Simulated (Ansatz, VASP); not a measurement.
## TaN in VASP and in Ansatz

Contents of POSCAR:

```
TaN
1.0
    2.9379988584      0.0000000000      0.0000000000
   -1.4689994292      2.5443816477      0.0000000000
    0.0000000000      0.0000000000      2.8830000000
Ta N
1 1
Direct
    0.3333333333      0.6666666667      0.5000000000
    0.0000000000      0.0000000000      0.0650364204
```

The input INCAR.step1:

```
ALGO = Normal
EDIFF = 1E-4
ENCUT = 520
GGA = PE
ISMEAR = 0
LASPH = True
LCHARG = False
LREAL = False
LWAVE = True
NBANDS = 15
NELM = 100
PREC = Accurate
SIGMA = 0.15
```

File INCAR.step2:

```
ALGO = Normal
EDIFF = 1E-6
ENCUT = 520
ISIF = 2
ISMEAR = 0
ISTART = 1
LASPH = True
LCHARG = False
LMIXTAU = True
LREAL = False
LWAVE = False
METAGGA = R2SCAN
NBANDS = 15
NELM = 100
PREC = Accurate
SIGMA = 0.15
```

KPOINTS

```
k-points
0
Gamma
  18 18 16
```

Input for Ansatz:

```yaml
crystal:
  lattice:
    - [2.9379988584, 0.0, 0.0]
    - [-1.4689994292, 2.5443816477, 0.0]
    - [0.0, 0.0, 2.883]
  atoms:
    - { symbol: Ta, position: [0.3333333333, 0.6666666667, 0.5] }
    - { symbol: "N", position: [0.0, 0.0, 0.0650364204] }
basis:
  ecutwfc: 500
kpoints:
  mp_grid: { grid: [18, 18, 16] }
hamiltonian:
  xc: r2scan
scf:
  occupations: { method: gaussian, width: 0.15 }
output:
  forces: true
  stress: true
  eigenvalues: true
```

Change from the starting cell: all N atoms moved +0.188 Å, as atom 2 along Cartesian [0 0 1].

Alike in both runs: task single point; functional r2SCAN; k mesh 18 × 18 × 16; occupations gaussian, width 0.15 eV; no spin polarisation.

|  | VASP | Ansatz |
| --- | --- | --- |
| version | VASP 6.6.1 | Ansatz 0.2.0 |
| potentials or method | VASP PAW PBE potentials, release 64 (Ta_pv, N), cutoff 520 eV | scalar-relativistic, plane waves, PAW |
| valence electrons in the cell | 16 | 18 |

Ansatz gave:

* gap on the k mesh at the Fermi level (eV): none
* pressure (GPa): 7.3
* traceless stress, the component that is largest in VASP (GPa): 1.67
* rms of the force components (eV/Å): 1.679

Question: What did VASP give for the same quantities?

Answer: gap on the k mesh at the Fermi level (eV): none; pressure (GPa): 9.0; traceless stress, the component that is largest in VASP (GPa): 1.84; rms of the force components (eV/Å): 1.684.

VASP's potentials were made for PBE, not for r2SCAN. Atom by atom the forces differ by 0.005 eV/Å (rms over components). A gap of «none» marks a metal or a gap that the smearing closes. VASP's potentials hold 16 valence electrons a cell and Ansatz's 18, so a difference there can come from the potentials and not from the codes.

Spin-orbit coupling is off throughout.
